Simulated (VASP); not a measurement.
Write the native input for VASP 6.6.1 that does the following.

| Property | Result |
| --- | --- |
| Task | single point |
| Functional | PBE |
| Dispersion | D3(BJ) |
| Potentials or basis | VASP PAW PBE potentials, release 64 (C) |
| Cutoff | 520 eV |
| k mesh | 18 × 18 × 6 |
| Occupations | gaussian, width 0.15 eV |
| Spin | no spin polarisation |
| Dipole correction | no |
| Further INCAR settings | ALGO = Normal; EDIFF = 1e-07; NBANDS = 16 |

The structure of C lies in POSCAR:

```
C
1.0
    2.4649495834     -0.3697424375      0.0000000000
   -1.5526811355      2.3195801770      0.0000000000
    0.0000000000      0.0000000000      6.2691553491
C
4
Direct
    0.0000000000      0.0000000000      0.0025000000
    0.0000000000      0.0000000000      0.5025000000
    0.3333333333      0.6666666667      0.0025000000
    0.6666666667      0.3333333333      0.5025000000
```

This cell differs from its parent crystal: engineering shear strain xy -0.3000, normal strain along z -0.0700.

The input as run:

INCAR

```
PREC = Accurate
ENCUT = 520
EDIFF = 1E-7
ISMEAR = 0
SIGMA = 0.15
LREAL = False
LASPH = True
NELM = 80
ALGO = Normal
ISIF = 2
LWAVE = False
LCHARG = True
GGA = PE
IVDW = 12
LELF = True
LVHAR = True
NBANDS = 16
```

KPOINTS

```
Automatic mesh
0
Gamma
  18 18 6
```

Potentials or basis: VASP PAW PBE potentials, release 64 (C).

Launch:

```console
$ cat potpaw_PBE.64/C/POTCAR > POTCAR
$ mpirun -np 1 vasp_std > vasp.out
```

It gave:

| Quantity | Value |
| --- | --- |
| Pressure | 39.7 GPa |
| Largest force | 5.309 eV/Å |
| Dispersion energy per atom | -0.143 eV |

Caveat: the cell differs from its parent crystal (engineering shear strain xy -0.3000, normal strain along z -0.0700); the stress differs along the axes, from 4 to 59 GPa; forces of over 1 eV/Å act on the atoms, so gaps and moduli don't describe the material at rest.

Run time: 2.3 min on 1 thread of AMD EPYC 9R45 (Zen 5) (shared host), peak memory 0.33 GiB.
